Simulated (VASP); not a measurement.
# Si3N4 in VASP: notebook

The runs below take Si3N4 through single point, with PBE.

All numbers are computed with VASP 6.6.1; they aren't measurements. Logs are shortened: lines on timing, memory, paths and dates and some standing lists are left out, and cuts for length are marked.

## 1. The cell of the first run

The cell holds an amorphous packing of atoms, 14 atoms: a = 5.338 Å, b = 5.320 Å, c = 5.415 Å, α = 87.83°, β = 91.33°, γ = 91.00°.

## 2. Single point, PBE

Input file INCAR:

```
ALGO = Normal
EDIFF = 1E-6
ENCUT = 520
GGA = PE
ISIF = 2
ISMEAR = -1
ISYM = 0
LASPH = T
LCHARG = T
LELF = T
LREAL = F
LVHAR = T
LWAVE = F
NBANDS = 45
NELM = 60
PREC = Accurate
SIGMA = 0.05
```

Input file KPOINTS:

```
k-points
0
Gamma
  1 1 1
```

Input file POSCAR:

```
Si3N4
1.0
    5.3378070000     -0.0461070000     -0.0620370000
   -0.0461070000      5.3190510000      0.1015160000
   -0.0620370000      0.1015160000      5.4132090000
Si N
6 8
Direct
    0.8498698026      0.7316336465      0.8064469433
    0.2012811516      0.2324413141      0.3090376459
    0.6921063901      0.4284010675      0.5229306020
    0.3386684192      0.7145266363      0.5401450575
    0.6863733914      0.2429623871      0.0509603410
    0.3627536891      0.7492859437      0.0330424410
    0.1577026685      0.8185775280      0.7785233646
    0.8368883211      0.4121734541      0.8027186537
    0.3540897698      0.3830458784      0.5402542894
    0.8750445503      0.2683095819      0.3052851688
    0.4140793120      0.4219592185      0.0696870611
    0.6615164762      0.7518853520      0.5287344539
    0.6577813321      0.9233191646      0.9776153317
    0.2434712377      0.9050737858      0.2820452258
```

Potentials or basis: VASP PAW PBE potentials, release 64 (Si, N).

Command:

```bash
$ cat potpaw_PBE.64/Si/POTCAR potpaw_PBE.64/N/POTCAR > POTCAR
$ mpirun -np 1 vasp_gam > vasp.out
```

OUTCAR:

```text
EDIFF = 1E-6
   ENCUT = 520
   GGA = PE
   ISIF = 2
   ISMEAR = -1
   ISYM = 0
   LASPH = T
   LREAL = F
   NELM = 60
   PREC = Accurate

 ion  position               nearest neighbor table
   1  0.850  0.732  0.806-   8 1.70   7 1.71  13 1.76  12 1.79   3 2.40   6 2.91   6 2.98   5 3.00
                             4 3.01   4 3.06
   2  0.201  0.232  0.309-   9 1.70  10 1.75  14 1.77  11 1.98   4 2.97   5 2.97   3 3.02   5 3.05
                             4 3.08
   3  0.692  0.428  0.523-   8 1.68  12 1.73  10 1.80   9 1.82   1 2.40   4 2.45   5 2.77   5 2.99
                             2 3.02
   4  0.339  0.715  0.540-  12 1.73   7 1.74  14 1.77   9 1.77   3 2.45   6 2.68   6 2.75   2 2.97
                             1 3.01   1 3.06   2 3.08
   5  0.686  0.243  0.051-  10 1.70  11 1.76  13 1.76   8 1.79   3 2.77   2 2.97   3 2.99   1 3.00
                             2 3.05   6 3.12
   6  0.363  0.749  0.033-  14 1.75  11 1.77   7 1.77  13 1.84   4 2.68   4 2.75   1 2.91   1 2.98
                             5 3.12
   7  0.158  0.819  0.779-   1 1.71   4 1.74   6 1.77
   8  0.837  0.412  0.803-   3 1.68   1 1.70   5 1.79
   9  0.354  0.383  0.540-   2 1.70   4 1.77   3 1.82
  10  0.875  0.268  0.305-   5 1.70   2 1.75   3 1.80
  11  0.414  0.422  0.070-   5 1.76   6 1.77   2 1.98
  12  0.662  0.752  0.529-   3 1.73   4 1.73   1 1.79
  13  0.658  0.923  0.978-   1 1.76   5 1.76   6 1.84
  14  0.243  0.905  0.282-   6 1.75   4 1.77   2 1.77

IMPORTANT INFORMATION: All symmetrisations will be switched off!
NOSYMM: (Re-)initialisation of all symmetry stuff for point group C_1.

----------------------------------------------------------------------------------------

                                     Primitive cell

  volume of cell :     153.6058

  direct lattice vectors                    reciprocal lattice vectors
     5.337807000 -0.046107000 -0.062037000     0.187381148  0.001583854  0.002117742
    -0.046107000  5.319051000  0.101516000     0.001583854  0.188084163 -0.003509064
    -0.062037000  0.101516000  5.413209000     0.002117742 -0.003509064  0.184823384

  length of vectors
     5.338366605  5.320219440  5.414516208     0.187399808  0.188123561  0.184868823

  position of ions in fractional coordinates (direct lattice)
     0.849869803  0.731633647  0.806446943
     0.201281152  0.232441314  0.309037646
     0.692106390  0.428401067  0.522930602
     0.338668419  0.714526636  0.540145057
     0.686373391  0.242962387  0.050960341
     0.362753689  0.749285944  0.033042441
     0.157702669  0.818577528  0.778523365
     0.836888321  0.412173454  0.802718654
     0.354089770  0.383045878  0.540254289
     0.875044550  0.268309582  0.305285169
     0.414079312  0.421959218  0.069687061
     0.661516476  0.751885352  0.528734454
     0.657781332  0.923319165  0.977615332
     0.243471238  0.905073786  0.282045226

  ion indices of the primitive-cell ions
   primitive index   ion index
                 1           1
                 2           2
                 3           3
                 4           4
                 5           5
                 6           6
                 7           7
                 8           8
                 9           9
                10          10
                11          11
                12          12
                13          13
                14          14

----------------------------------------------------------------------------------------

 KPOINTS: k-points

Automatic generation of k-mesh.
 Grid dimensions read from file:
 generate k-points for:    1    1    1

 Generating k-lattice:

  Cartesian coordinates                     Fractional coordinates (reciprocal lattice)
     0.187381148  0.001583854  0.002117742     1.000000000 -0.000000000 -0.000000000
     0.001583854  0.188084163 -0.003509064     0.000000000  1.000000000  0.000000000
     0.002117742 -0.003509064  0.184823384    -0.000000000  0.000000000  1.000000000

  Length of vectors
     0.187399808  0.188123561  0.184868823

  Shift w.r.t. Gamma in fractional coordinates (k-lattice)
     0.000000000  0.000000000  0.000000000

 Subroutine IBZKPT returns following result:
 ===========================================

 Found      1 irreducible k-points:

 Following reciprocal coordinates:
            Coordinates               Weight
  0.000000  0.000000  0.000000      1.000000
   k-points           NKPTS =      1   k-points in BZ     NKDIM =      1   number of bands    NBANDS=     45
   number of dos      NEDOS =    301   number of ions     NIONS =     14
   total plane-waves  NPLWV =  64000
   dimension x,y,z NGX =    40 NGY =   40 NGZ =   40
   dimension x,y,z NGXF=    80 NGYF=   80 NGZF=   80
   ions per type =               6   8
   NGX,Y,Z   is equivalent  to a cutoff of  12.46, 12.50, 12.28 a.u.
   NGXF,Y,Z  is equivalent  to a cutoff of  24.91, 25.00, 24.56 a.u.
 SYSTEM =  unknown system
   PREC   = accura    normal or accurate (medium, high low for compatibility)
   ISTART =      0    job   : 0-new  1-cont  2-samecut
   ICHARG =      2    charge: 1-file 2-atom 10-const
   ISPIN  =      1    spin polarized calculation?
   LNONCOLLINEAR =      F non collinear calculations
   LSORBIT =      F    spin-orbit coupling
   LASPH  =      T    aspherical Exc in radial PAW
   ENCUT  =  520.0 eV  38.22 Ry    6.18 a.u.   9.93  9.89 10.07*2*pi/ulx,y,z
   NELM   =     60;   NELMIN=  2; NELMDL= -5     # of ELM steps
   EDIFF  = 0.1E-05   stopping-criterion for ELM
   LREAL  =      F    real-space projection
   EDIFFG = 0.1E-04   stopping-criterion for IOM
   NSW    =      0    number of steps for IOM
   IBRION =     -1    ionic relax: 0-MD 1-quasi-New 2-CG
   NFREE  =      0    steps in history (QN), initial steepest desc. (CG)
   ISIF   =      2    stress and relaxation
   ISYM   =      0    0-nonsym 1-usesym 2-fastsym
   POTIM  = 0.5000    time-step for ionic-motion
   TEBEG  =    0.0;   TEEND  =   0.0 temperature during run
   PSTRESS=    0.0 pullay stress
   NELECT =      64.0000    total number of electrons
   NUPDOWN=      -1.0000    fix difference up-down
   EMIN   =  10.00;   EMAX   =-10.00  energy-range for DOS
   EFERMI =   0.00;   METHOD = LEGACY
   ISMEAR =    -1;   SIGMA  =   0.05  broadening in eV -4-tet -1-fermi 0-gaus
   EFERMI_NEDOS =   21; number of points for ismear=-14 and -15
   IALGO  =     38    algorithm
   IMIX   =      4    mixing-type and parameters
     AMIX     =   0.40;   BMIX     =  1.00
     AMIX_MAG =   1.60;   BMIX_MAG =  1.00
  volume/ion in A,a.u.               =      10.97        74.04
  Fermi-wavevector in a.u.,A,eV,Ry     =   1.222735  2.310634 20.341806  1.495081
  Thomas-Fermi vector in A             =   2.357871
   LORBIT       =      0    0 simple, 1 ext, 2 COOP (PROOUT), +10 PAW based schemes
   GGA     = PE    functional components
   LHFCALC =     F    Hartree Fock is set to
   AEXX    =    0.0000 exact exchange contribution
   IVDW    =     0    specifies the selected vdW correction
   LEPSILON=     F    determine dielectric tensor
   LRPA    =     F    only Hartree local field effects (RPA)
 non-spin polarized calculation
  energy-cutoff  :      520.00
  volume of cell :      153.61
 maximum number of plane-waves:      2047
 NGX is ok and might be reduce to    40
   NGX = 19   NGY = 19   NGZ = 21

 number of electron      64.0000002 magnetization

 Free energy of the ion-electron system (eV)
  ---------------------------------------------------
  ext. energy  EPLUGINS =         0.00000000
  ---------------------------------------------------
  free energy    TOTEN  =      -108.26754961 eV

  energy without entropy =     -108.26754961  energy(sigma->0) =     -108.26754961

 E-fermi :   7.6907     XC(G=0): -10.5616

 val. band max:        6.4626122274   @ k =   0.0000   0.0000   0.0000
 cond. band min:       9.2803617386   @ k =   0.0000   0.0000   0.0000
 fundamental gap:      2.8177495112
 Fermi energy:         7.6907374080

 k-point     1 :       0.0000    0.0000    0.0000
  band No.  band energies     occupation
      1     -12.1800      2.00000
      2     -10.0293      2.00000
      3      -9.9083      2.00000
      4      -9.5199      2.00000
      5      -8.7396      2.00000
      6      -8.6876      2.00000
[... 36 lines left out ...]
     43      13.8594      0.00000
     44      14.0558      0.00000
 [bands above 44 left out]

------------------------ aborting loop because EDIFF is reached ----------------------------------------

  FORCE on cell =-STRESS in cart. coord.  units (eV):
  Direction    XX          YY          ZZ          XY          YZ          ZX
  --------------------------------------------------------------------------------------
  -------------------------------------------------------------------------------------
  Total      -10.5744753    -16.1374346     24.4812188      4.4631979      1.3880229      5.0543378
  in kB     -110.2965238   -168.3206858    255.3501003     46.5531574     14.4777022     52.7190123
  external PRESSURE =      -7.7557031 kB  Pullay stress =       0.0000000 kB

 VOLUME and BASIS-vectors are now :
 -----------------------------------------------------------------------------
  energy-cutoff  :      520.00
  volume of cell :      153.61
      direct lattice vectors                 reciprocal lattice vectors
     5.337807000 -0.046107000 -0.062037000     0.187381148  0.001583854  0.002117742
    -0.046107000  5.319051000  0.101516000     0.001583854  0.188084163 -0.003509064
    -0.062037000  0.101516000  5.413209000     0.002117742 -0.003509064  0.184823384

 POSITION                                       TOTAL-FORCE (eV/Angst)
 -----------------------------------------------------------------------------------
      4.45268      3.93428      4.38701        -0.426908      2.315753     -0.639799
      1.04451      1.25846      1.68399        -0.607465     -0.542356     -0.747454
      3.64214      2.29986      2.83129        -0.409665     -1.415621     -0.767599
      1.74129      3.83982      2.97544        -0.653188      1.319996     -0.554083
      3.64936      1.26586      0.25794         0.370132     -0.622692     -2.690763
      1.89971      3.97212      0.23243         0.644749      1.464361      0.213789
      0.75575      4.42582      4.28762         1.110847     -1.234669      0.511926
      4.39835      2.23527      4.33521         0.062938     -1.164631      1.832593
      1.83889      2.07596      2.94143         0.253900     -0.309640      0.365778
      4.63951      1.41780      1.62553         0.728181      0.577135      1.129754
      2.18650      2.23240      0.39438        -0.823257     -0.344777      1.040536
      3.46358      4.02249      2.89744         0.322347     -0.123727      0.024220
      3.40789      4.98010      5.34496        -0.781192      0.162690      0.605926
      1.24038      4.83154      1.60354         0.208582     -0.081822     -0.324824
 -----------------------------------------------------------------------------------
    total drift:                               -0.000781     -0.000527      0.000005

  FREE ENERGIE OF THE ION-ELECTRON SYSTEM (eV)
  ---------------------------------------------------
  free  energy   TOTEN  =      -108.2675496128 eV

  energy  without entropy=     -108.2675496127  energy(sigma->0) =     -108.26754961
```

Run time: 13 s. Hardware: 1 thread of Intel Xeon Platinum 8488C (Sapphire Rapids), shared host; peak memory 0.22 GiB.

What came out:

| Property | Result |
| --- | --- |
| Free energy | -108.2675 eV |
| Pressure | -0.8 GPa |
| Largest force | 2.787 eV/Å |
| Band gap on the k mesh | 2.82 eV |

Forces on the atoms (eV/Å):
```
Si  -0.427  2.316 -0.640
Si  -0.607 -0.542 -0.747
Si  -0.410 -1.416 -0.768
Si  -0.653  1.320 -0.554
Si   0.370 -0.623 -2.691
Si   0.645  1.464  0.214
N    1.111 -1.235  0.512
N    0.063 -1.165  1.833
N    0.254 -0.310  0.366
N    0.728  0.577  1.130
N   -0.823 -0.345  1.041
N    0.322 -0.124  0.024
N   -0.781  0.163  0.606
N    0.209 -0.082 -0.325
```

Caveat: the k points lie up to 1.18 Å⁻¹ apart.

## 3. Single point, PBE

Input file INCAR:

```
SYSTEM = Si3N4
PREC = Accurate
ENCUT = 520
EDIFF = 1E-7
ISMEAR = -1
SIGMA = 0.05
LREAL = .FALSE.
LASPH = .TRUE.
NELM = 60
ALGO = Normal
ISIF = 2
LWAVE = .FALSE.
LCHARG = .FALSE.
GGA = PE
ISYM = 0
NBANDS = 45
```

Input file KPOINTS:

```
Automatic mesh
0
G
  1 1 1
  0 0 0
```

Input file POSCAR:

```
Si3N4
1.0
    5.3378070000     -0.0461070000     -0.0620370000
   -0.0461070000      5.3190510000      0.1015160000
   -0.0620370000      0.1015160000      5.4132090000
Si N
6 8
Direct
    0.8653421481      0.7325542384      0.7781726615
    0.2081116345      0.2200165091      0.3180914362
    0.6905485719      0.4063116936      0.5148893057
    0.3524505711      0.7178645675      0.5336419186
    0.7065592147      0.2399599125      0.0412478150
    0.3772962847      0.7461665817      0.0419628141
    0.1756598992      0.7954932840      0.7886717688
    0.8418267564      0.4135033896      0.8027846692
    0.3589573922      0.3739689807      0.5565661338
    0.8856662530      0.2780262213      0.3140959397
    0.4203006890      0.4096605598      0.0997911022
    0.6843213168      0.7387944276      0.5042236105
    0.6618184452      0.9274292955      0.9511283083
    0.2384815119      0.9020107792      0.2721967970
```

Potentials or basis: VASP PAW PBE potentials, release 64 (Si, N).

Command:

```bash
$ cat potpaw_PBE.64/Si/POTCAR potpaw_PBE.64/N/POTCAR > POTCAR
$ mpirun -np 1 vasp_gam > vasp.out
```

It took 13 s on 1 thread of Intel Xeon Platinum 8488C (Sapphire Rapids), shared host; peak memory 0.22 GiB.

Results (log left out):

```yaml
Free_energy: -108.3369 eV
Pressure: -2.4 GPa
Largest_force: 2.321 eV/Å
Band_gap_on_the_k_mesh: 2.63 eV
```

Forces on the atoms (eV/Å):
```
Si  -1.154  1.481  0.745
Si  -0.412  1.275 -0.420
Si  -0.343  0.445  1.147
Si  -0.216 -0.001  0.300
Si  -0.768 -0.160 -0.789
Si   1.149  0.194 -1.057
N    1.164 -0.408 -1.273
N   -0.263 -0.913  0.574
N    0.086 -0.288  0.074
N    1.207 -1.488 -1.310
N    0.534  0.392 -0.636
N   -1.100 -0.031 -0.143
N   -0.504 -0.102  1.194
N    0.620 -0.396  1.593
```

Stress tensor (GPa, compression positive):
```
-13.88   3.04   2.42
  3.04 -17.54   1.50
  2.42   1.50  24.32
```

Levels at points of the mesh, in eV from the valence-band top:
| k point | band 28 | band 29 | band 30 | band 31 | band 32 | band 33 | band 34 | band 35 | band 36 | band 37 |
| --- | --- | --- | --- | --- | --- | --- | --- | --- | --- | --- |
| (0.00, 0.00, 0.00) | -2.29 | -2.25 | -1.67 | -1.00 | 0.00 | 2.63 | 4.12 | 4.32 | 4.61 | 4.96 |

Caveat: the k points lie up to 1.18 Å⁻¹ apart.

## 4. Single point, PBE

This run uses another cell than the first one, of 10.85 Å³/atom, 0.989 times its volume.

Input file INCAR:

```
SYSTEM = Si3N4
PREC     = Accurate       ! precision mode
ENCUT    = 520            ! plane-wave cutoff, eV
EDIFF    = 1E-6           ! SCF threshold, eV
ISMEAR   = 0              ! smearing method
SIGMA    = 0.02           ! smearing width, eV
LREAL    = .FALSE.        ! projectors in reciprocal space
LASPH    = .TRUE.         ! aspherical terms in the spheres
NELM     = 60             ! most SCF steps
ALGO     = Normal         ! electronic algorithm
ISIF     = 2              ! what is computed and relaxed
LWAVE    = .FALSE.        ! write WAVECAR
LCHARG   = .FALSE.        ! write CHGCAR
GGA      = PE             ! functional
NBANDS   = 45             ! bands
```

Input file KPOINTS:

```
regular mesh
0
G
  5 5 4
  0 0 0
```

Input file POSCAR:

```
Si3N4
1.0
    5.1719420000     -0.0088110000      0.0246750000
   -0.0097150000      4.9509400000      0.0418590000
    0.0339490000      0.0242480000      5.9302450000
Si N
6 8
Direct
    0.8622107731      0.7373152070      0.7973432641
    0.2072224764      0.2367856890      0.2897863985
    0.7034833463      0.4050311830      0.5213792503
    0.3560158889      0.7389343224      0.5416829136
    0.6962641537      0.2353305171      0.0347472213
    0.3696676078      0.7383009889      0.0390916949
    0.1891273177      0.8198779077      0.7932016113
    0.8337777175      0.3771445239      0.7956706030
    0.3652663611      0.3808151542      0.5140685861
    0.8770015536      0.3086841088      0.2818231735
    0.3898351789      0.3839879265      0.0688686333
    0.6923917093      0.7677851741      0.5493547634
    0.6751014820      0.8861222498      0.0022711535
    0.2499752282      0.8856452020      0.2881751120
```

Command:

```bash
$ cat potpaw_PBE.64/Si/POTCAR potpaw_PBE.64/N/POTCAR > POTCAR
$ mpirun -np 1 vasp_std > vasp.out
```

It took 5 min on 1 thread of Intel Xeon Platinum 8375C at 2.90GHz (Ice Lake), shared host; peak memory 0.4 GiB.

It converged, with:

```
Free energy            : -111.7473 eV
Pressure               : -0.2 GPa
Largest force          : 0.034 eV/Å
Band gap on the k mesh : 3.67 eV, indirect (least direct gap 3.70 eV)
```

Forces on the atoms (eV/Å):
```
Si   0.008  0.003  0.003
Si  -0.018 -0.018  0.005
Si   0.008 -0.003  0.006
Si   0.004  0.012  0.004
Si   0.003 -0.005  0.014
Si   0.001 -0.003 -0.008
N   -0.007 -0.023  0.002
N   -0.022  0.018 -0.019
N    0.010  0.001 -0.011
N   -0.002 -0.018  0.004
N    0.014  0.013  0.000
N   -0.011  0.004 -0.001
N    0.002  0.001 -0.008
N    0.013  0.017  0.009
```

Levels at points of the mesh, in eV from the valence-band top:
| k point | band 28 | band 29 | band 30 | band 31 | band 32 | band 33 | band 34 | band 35 | band 36 | band 37 |
| --- | --- | --- | --- | --- | --- | --- | --- | --- | --- | --- |
| (0.00, 0.00, 0.00) | -1.46 | -1.31 | -1.01 | -0.57 | -0.03 | 3.67 | 5.00 | 5.26 | 5.51 | 5.74 |
| (0.00, 0.00, 0.50) | -1.55 | -1.40 | -1.07 | -0.93 | -0.64 | 4.67 | 4.94 | 5.66 | 5.92 | 6.54 |
